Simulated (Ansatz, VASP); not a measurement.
# Two plane-wave programs on Pt2F3

```
Pt F
1.0
     3.70140    0.00000    0.00000
    -1.85070    3.20551    0.00000
     0.00000    0.00000    6.40397
Pt F
2 3
Direct
  0.33333 0.66667 0.18392
  0.66667 0.33333 0.81608
  0.00000 0.00000 0.00000
  0.33333 0.66667 0.68102
  0.66667 0.33333 0.31898
```

Alike in both runs: functional PBE; k mesh 6 × 6 × 4; occupations gaussian, width 0.1 eV; collinear spin.

Ansatz relaxed the structure, and its values are those at the end. VASP's run is a single point on that final structure, the one shown.

|  | VASP | Ansatz |
| --- | --- | --- |
| version | VASP 6.6.1 | Ansatz 0.2.0 |
| potentials or method | VASP PAW PBE potentials, release 64 (Pt, F), cutoff 520 eV | scalar-relativistic, plane waves, PAW |
| valence electrons in the cell | 41 | 57 |

```tsv
	VASP	Ansatz	Ansatz less VASP
gap on the k mesh at the Fermi level (eV)	none	none	-
pressure (GPa)	-0.3	0.1	+0.41
rms of the force components (eV/Å)	0.005	0.001	-0.0042
net moment per atom (μB)	0.59	0.60	+0.010
size of the moment on the site where the two differ most (μB)	1.20	1.05	-0.153
```

Site moments also hang on the region over which each program counts them. A gap of «none» marks a metal or a gap that the smearing closes. VASP's potentials hold 41 valence electrons a cell and Ansatz's 57, so a difference there can come from the potentials and not from the codes.

Spin-orbit coupling is off throughout.
